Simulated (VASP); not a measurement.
Crystal: MgPbBr3.

```xyz
5
Lattice="5.1480 0.0000 0.0000 0.0000 5.1480 0.0000 0.0000 0.0000 5.1480" Properties=species:S:1:pos:R:3 pbc="T T T"
Mg    2.5740    2.5740    2.5740
Pb    0.0000    0.0000    0.0000
Br    0.0000    2.5740    2.5740
Br    2.5740    0.0000    2.5740
Br    2.5740    2.5740    0.0000
```

```yaml
Program: VASP 6.6.1
Task: relaxation of cell and atoms
Functional: PBE
Potentials_or_basis: VASP PAW PBE potentials, release 64 (Mg, Pb_d, Br)
Cutoff: 600 eV
k_mesh: 8 × 8 × 8
Occupations: gaussian, width 0.1 eV
Spin: no spin polarisation
```

At the start: pressure 2.6 GPa; volume 27.29 Å³/atom.

Q: How do energy, volume and symmetry change on relaxing?

A: Over 3 steps the energy falls by 15.8 meV/atom and the volume is 29.37 Å³/atom (+7.6 %); space group Pm-3m (No. 221, to 0.05 Å).

Step by step:
```tsv
step	energy change (eV)	largest force (eV/Å)	pressure (GPa)	volume (Å³)
1	0.0000	0.0000	2.62	136.43
2	-0.0778	0.0000	0.29	145.43
3	-0.0790	0.0000	-0.02	146.87
```

Final structure:
```cif
data_structure
_symmetry_space_group_name_H-M 'P 1'
_symmetry_Int_Tables_number 1
_cell_length_a 5.2760
_cell_length_b 5.2760
_cell_length_c 5.2760
_cell_angle_alpha 90.000
_cell_angle_beta 90.000
_cell_angle_gamma 90.000
_cell_volume 146.87
loop_
_atom_site_label
_atom_site_type_symbol
_atom_site_fract_x
_atom_site_fract_y
_atom_site_fract_z
_atom_site_occupancy
Mg1 Mg 0.50000 0.50000 0.50000 1
Pb1 Pb 0.00000 0.00000 0.00000 1
Br1 Br 0.00000 0.50000 0.50000 1
Br2 Br 0.50000 0.00000 0.50000 1
Br3 Br 0.50000 0.50000 0.00000 1
```

Caveat: an odd number of electrons without spin polarisation forces a metal; a magnetic or distorted state may lie lower.
